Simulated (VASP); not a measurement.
# Cu (Pm-3m) in VASP: further runs, part 2 of 2

VASP 6.6.1. Earlier steps stand in the parts before.

### Step 3. Single point, PBEsol

This run uses another cell than the first one, of 5.65 Å³/atom, 0.430 times its volume.

INCAR reads:

```
SYSTEM = Cu
PREC = Accurate
ENCUT = 600
EDIFF = 1E-6
ISMEAR = -1
SIGMA = 0.08
LREAL = .FALSE.
LASPH = .TRUE.
NELM = 120
ALGO = Normal
ISIF = 2
LWAVE = .FALSE.
LCHARG = .TRUE.
GGA = PS
LELF = .TRUE.
LVHAR = .TRUE.
NBANDS = 12
GGA_COMPAT = .FALSE.
```

KPOINTS reads:

```
Automatic mesh
0
G
  18 18 18
  0 0 0
```

POSCAR reads:

```
Cu
1.0
    1.7810037183      0.0000000000      0.0000000000
    0.0000000000      1.7810037183      0.0000000000
    0.0000000000      0.0000000000      1.7810037183
Cu
1
Direct
    0.0000000000      0.0000000000      0.0000000000
```

Potentials or basis: VASP PAW PBE potentials, release 64 (Cu).

On the command line:

```sh
$ cat potpaw_PBE.64/Cu/POTCAR > POTCAR
$ mpirun -np 1 vasp_std > vasp.out
```

OUTCAR:

```text
SYSTEM = Cu
   PREC = Accurate
   ENCUT = 600
   EDIFF = 1E-6
   ISMEAR = -1
   LREAL = .FALSE.
   LASPH = .TRUE.
   NELM = 120
   ISIF = 2
   GGA = PS

 ion  position               nearest neighbor table
   1  0.000  0.000  0.000-

  LATTYP: Found a simple cubic cell.
 ALAT       =     1.7810037183

  Lattice vectors:

 A1 = (   1.7810037183,   0.0000000000,   0.0000000000)
 A2 = (   0.0000000000,   1.7810037183,   0.0000000000)
 A3 = (   0.0000000000,   0.0000000000,   1.7810037183)

Analysis of symmetry for initial positions (statically):
=====================================================================
 Subroutine PRICEL returns:
 Original cell was already a primitive cell.

 Routine SETGRP: Setting up the symmetry group for a
 simple cubic supercell.

 Subroutine GETGRP returns: Found 48 space group operations
 (whereof 48 operations were pure point group operations)
 out of a pool of 48 trial point group operations.

The static configuration has the point symmetry O_h .

Analysis of symmetry for dynamics (positions and initial velocities):
=====================================================================
 Subroutine PRICEL returns:
 Original cell was already a primitive cell.

 Routine SETGRP: Setting up the symmetry group for a
 simple cubic supercell.

 Subroutine GETGRP returns: Found 48 space group operations
 (whereof 48 operations were pure point group operations)
 out of a pool of 48 trial point group operations.

The dynamic configuration has the point symmetry O_h .

 Subroutine INISYM returns: Found 48 space group operations
 (whereof 48 operations are pure point group operations),
 and found     1 'primitive' translations

----------------------------------------------------------------------------------------

                                     Primitive cell

  volume of cell :       5.6493

  direct lattice vectors                    reciprocal lattice vectors
     1.781003718  0.000000000  0.000000000     0.561481141  0.000000000  0.000000000
     0.000000000  1.781003718  0.000000000     0.000000000  0.561481141  0.000000000
     0.000000000  0.000000000  1.781003718     0.000000000  0.000000000  0.561481141

  length of vectors
     1.781003718  1.781003718  1.781003718     0.561481141  0.561481141  0.561481141

  position of ions in fractional coordinates (direct lattice)
     0.000000000  0.000000000  0.000000000

  ion indices of the primitive-cell ions
   primitive index   ion index
                 1           1

----------------------------------------------------------------------------------------

 KPOINTS: Automatic mesh

Automatic generation of k-mesh.
 Grid dimensions read from file:
 generate k-points for:   18   18   18

 Generating k-lattice:

  Cartesian coordinates                     Fractional coordinates (reciprocal lattice)
     0.031193397  0.000000000  0.000000000     0.055555556  0.000000000  0.000000000
     0.000000000  0.031193397  0.000000000     0.000000000  0.055555556  0.000000000
     0.000000000  0.000000000  0.031193397     0.000000000  0.000000000  0.055555556

  Length of vectors
     0.031193397  0.031193397  0.031193397

  Shift w.r.t. Gamma in fractional coordinates (k-lattice)
     0.000000000  0.000000000  0.000000000

 Subroutine IBZKPT returns following result:
 ===========================================

 Found    220 irreducible k-points:

 Following reciprocal coordinates:
            Coordinates               Weight
  0.000000  0.000000  0.000000      1.000000
  0.055556  0.000000  0.000000      6.000000
  0.111111  0.000000  0.000000      6.000000
  0.166667  0.000000  0.000000      6.000000
  0.222222  0.000000  0.000000      6.000000
  0.277778  0.000000  0.000000      6.000000
[... 16 lines left out ...]
  0.277778  0.111111  0.000000     24.000000
  0.333333  0.111111  0.000000     24.000000
 [... further k-points ...]
   k-points           NKPTS =    220   k-points in BZ     NKDIM =    220   number of bands    NBANDS=     12
   number of dos      NEDOS =    301   number of ions     NIONS =      1
   total plane-waves  NPLWV =   2744
   dimension x,y,z NGX =    14 NGY =   14 NGZ =   14
   dimension x,y,z NGXF=    28 NGYF=   28 NGZF=   28
   ions per type =               1
   NGX,Y,Z   is equivalent  to a cutoff of  13.07, 13.07, 13.07 a.u.
   NGXF,Y,Z  is equivalent  to a cutoff of  26.14, 26.14, 26.14 a.u.
 SYSTEM =  Cu
   PREC   = accura    normal or accurate (medium, high low for compatibility)
   ISTART =      0    job   : 0-new  1-cont  2-samecut
   ICHARG =      2    charge: 1-file 2-atom 10-const
   ISPIN  =      1    spin polarized calculation?
   LNONCOLLINEAR =      F non collinear calculations
   LSORBIT =      F    spin-orbit coupling
   LASPH  =      T    aspherical Exc in radial PAW
   ENCUT  =  600.0 eV  44.10 Ry    6.64 a.u.   3.56  3.56  3.56*2*pi/ulx,y,z
   NELM   =    120;   NELMIN=  2; NELMDL= -5     # of ELM steps
   EDIFF  = 0.1E-05   stopping-criterion for ELM
   LREAL  =      F    real-space projection
   EDIFFG = 0.1E-04   stopping-criterion for IOM
   NSW    =      0    number of steps for IOM
   IBRION =     -1    ionic relax: 0-MD 1-quasi-New 2-CG
   NFREE  =      0    steps in history (QN), initial steepest desc. (CG)
   ISIF   =      2    stress and relaxation
   ISYM   =      2    0-nonsym 1-usesym 2-fastsym
   POTIM  = 0.5000    time-step for ionic-motion
   TEBEG  =    0.0;   TEEND  =   0.0 temperature during run
   PSTRESS=    0.0 pullay stress
   NELECT =      11.0000    total number of electrons
   NUPDOWN=      -1.0000    fix difference up-down
   EMIN   =  10.00;   EMAX   =-10.00  energy-range for DOS
   EFERMI =   0.00;   METHOD = LEGACY
   ISMEAR =    -1;   SIGMA  =   0.08  broadening in eV -4-tet -1-fermi 0-gaus
   EFERMI_NEDOS =   21; number of points for ismear=-14 and -15
   IALGO  =     38    algorithm
   IMIX   =      4    mixing-type and parameters
     AMIX     =   0.40;   BMIX     =  1.00
     AMIX_MAG =   1.60;   BMIX_MAG =  1.00
  volume/ion in A,a.u.               =       5.65        38.12
  Fermi-wavevector in a.u.,A,eV,Ry     =   2.044282  3.863134 56.859981  4.179091
  Thomas-Fermi vector in A             =   3.048768
   LORBIT       =      0    0 simple, 1 ext, 2 COOP (PROOUT), +10 PAW based schemes
   GGA     = PS    functional components
   LHFCALC =     F    Hartree Fock is set to
   AEXX    =    0.0000 exact exchange contribution
   IVDW    =     0    specifies the selected vdW correction
   LEPSILON=     F    determine dielectric tensor
   LRPA    =     F    only Hartree local field effects (RPA)
 non-spin polarized calculation
  energy-cutoff  :      600.00
  volume of cell :        5.65
 maximum number of plane-waves:       197
   NGX =  7   NGY =  7   NGZ =  7

 number of electron      10.9999979 magnetization

 Free energy of the ion-electron system (eV)
  ---------------------------------------------------
  ext. energy  EPLUGINS =         0.00000000
  ---------------------------------------------------
  free energy    TOTEN  =         4.69246781 eV

  energy without entropy =        4.69588093  energy(sigma->0) =        4.69417437

 E-fermi :  21.6297     XC(G=0): -17.7523

 val. band max:       21.6091318085   @ k =   0.5000   0.5000   0.5000
 cond. band min:      21.6390400616   @ k =   0.3333   0.3333   0.1111
 fundamental gap:      0.0299082532
 Fermi energy:        21.6296571804

 k-point     1 :       0.0000    0.0000    0.0000
  band No.  band energies     occupation
      1       5.0807      2.00000
      2      10.2969      2.00000
      3      10.2969      2.00000
      4      19.4686      2.00000
      5      19.4686      2.00000
      6      19.4686      2.00000
      7      50.4116      0.00000
      8      50.4116      0.00000
      9      50.4116      0.00000
     10      57.3194      0.00000
     11      57.3194      0.00000
     12      66.2416      0.00000

 k-point     2 :       0.0556    0.0000    0.0000
  band No.  band energies     occupation
      1       5.2477      2.00000
      2      10.3326      2.00000
      3      10.4219      2.00000
      4      19.3587      2.00000
      5      19.3587      2.00000
      6      19.4772      2.00000
      7      48.6933      0.00000
      8      50.6538      0.00000
      9      50.6538      0.00000
     10      57.1625      0.00000
     11      58.5585      0.00000
     12      66.9469      0.00000
[... 316 lines left out ...]
 k-point    24 :       0.3333    0.1111    0.0000
  band No.  band energies     occupation
      1       9.9758      2.00000
      2      11.6313      2.00000
      3      13.7170      2.00000
      4      17.0747      2.00000
      5      17.4202      2.00000
      6      19.3152      2.00000
      7      33.3898      0.00000
      8      49.6357      0.00000
      9      56.5881      0.00000
     10      58.5623      0.00000
     11      63.9942      0.00000
     12      70.5185      0.00000

 [... further k-points ...]
[... 5 lines left out ...]
  --------------------------------------------------------------------------------------
  -------------------------------------------------------------------------------------
  Total       28.6453562     28.6453562     28.6453562      0.0000000      0.0000000      0.0000000
  in kB     8124.0077806   8124.0077806   8124.0077806      0.0000000      0.0000000      0.0000000
  external PRESSURE =    8124.0077806 kB  Pullay stress =       0.0000000 kB

 VOLUME and BASIS-vectors are now :
 -----------------------------------------------------------------------------
  energy-cutoff  :      600.00
  volume of cell :        5.65
      direct lattice vectors                 reciprocal lattice vectors
     1.781003718  0.000000000  0.000000000     0.561481141  0.000000000  0.000000000
     0.000000000  1.781003718  0.000000000     0.000000000  0.561481141  0.000000000
     0.000000000  0.000000000  1.781003718     0.000000000  0.000000000  0.561481141

 POSITION                                       TOTAL-FORCE (eV/Angst)
 -----------------------------------------------------------------------------------
      0.00000      0.00000      0.00000         0.000000      0.000000      0.000000
 -----------------------------------------------------------------------------------
    total drift:                               -0.000000     -0.000000     -0.000000

  FREE ENERGIE OF THE ION-ELECTRON SYSTEM (eV)
  ---------------------------------------------------
  free  energy   TOTEN  =         4.6924678122 eV

  energy  without entropy=        4.6958809324  energy(sigma->0) =        4.69417437
```

OSZICAR:

```text
N       E                     dE             d eps       ncg     rms          rms(c)
DAV:   1     0.479770700817E+02    0.47977E+02   -0.56332E+03  6416   0.207E+03
DAV:   2     0.515378571210E+01   -0.42823E+02   -0.39988E+02  5460   0.249E+02
DAV:   3     0.394985648433E+01   -0.12039E+01   -0.12006E+01  5848   0.408E+01
DAV:   4     0.394510182449E+01   -0.47547E-02   -0.47540E-02  5776   0.237E+00
DAV:   5     0.394508301114E+01   -0.18813E-04   -0.18813E-04  5976   0.146E-01    0.562E+00
DAV:   6     0.445263764167E+01    0.50755E+00   -0.70729E-01  6568   0.199E+01    0.166E+00
DAV:   7     0.464337551765E+01    0.19074E+00   -0.27020E-02  6416   0.388E+00    0.982E-01
DAV:   8     0.469253378825E+01    0.49158E-01   -0.15363E-02  6656   0.177E+00    0.701E-02
DAV:   9     0.469231774862E+01   -0.21604E-03   -0.17720E-04  7276   0.170E-01    0.504E-02
DAV:  10     0.469245826943E+01    0.14052E-03   -0.77495E-05  6864   0.124E-01    0.107E-02
DAV:  11     0.469246737022E+01    0.91008E-05   -0.18106E-06  4780   0.194E-02    0.174E-03
DAV:  12     0.469246781220E+01    0.44198E-06   -0.19580E-07  3448   0.476E-03
   1 F= 0.46924678E+01 E0= 0.46941744E+01  d E =-.341312E-02
```

Wall time 4.2 s (1 thread of Intel Xeon 6975P-C (Granite Rapids), shared host); peak memory 0.12 GiB.

The run converged, but its numbers aren't listed here, since they failed a check.

Caveat: the PAW data sets were made with another functional, which shifts forces and pressure a little.

### Step 4. Single point, PBEsol

This run uses another cell than the first one, of 10.25 Å³/atom, 0.780 times its volume.

INCAR reads:

```
SYSTEM = Cu
PREC = Accurate
ENCUT = 600
EDIFF = 1E-6
ISMEAR = -1
SIGMA = 0.08
LREAL = .False.
LASPH = .True.
NELM = 120
ALGO = Normal
ISIF = 2
LWAVE = .False.
LCHARG = .False.
GGA = PS
NBANDS = 12
GGA_COMPAT = .False.
```

KPOINTS reads:

```
regular mesh
0
Gamma
  18 18 18
  0 0 0
```

POSCAR reads:

```
Cu
1.0
    2.1720686225      0.0000000000      0.0000000000
    0.0000000000      2.1720686225      0.0000000000
    0.0000000000      0.0000000000      2.1720686225
Cu
1
Direct
    0.0000000000      0.0000000000      0.0000000000
```

On the command line:

```sh
$ cat potpaw_PBE.64/Cu/POTCAR > POTCAR
$ mpirun -np 1 vasp_std > vasp.out
```

Wall time 11 s (1 thread of Intel Xeon 6975P-C (Granite Rapids), shared host); peak memory 0.14 GiB.

Results (log left out):

| Property | Result |
| --- | --- |
| Free energy | -3.3773 eV |
| Pressure | 57.3 GPa |

Levels at points of the mesh, in eV from the Fermi level:
```tsv
k point	band 1	band 2	band 3	band 4	band 5	band 6	band 7	band 8	band 9	band 10
(0.00, 0.00, 0.00)	-10.28	-5.34	-5.34	-1.41	-1.41	-1.41	21.06	21.06	21.06	25.08
(0.50, 0.00, 0.00)	-5.61	-4.82	-2.66	-2.66	-2.48	-1.30	3.28	26.18	29.05	29.62
(0.50, 0.50, 0.00)	-6.06	-4.38	-2.40	-2.40	-0.58	4.80	4.80	11.55	12.34	33.92
(0.50, 0.50, 0.50)	-4.93	-4.93	-4.93	-0.51	-0.51	12.54	12.54	12.54	14.14	18.09
```

Caveat: the PAW data sets were made with another functional, which shifts forces and pressure a little.
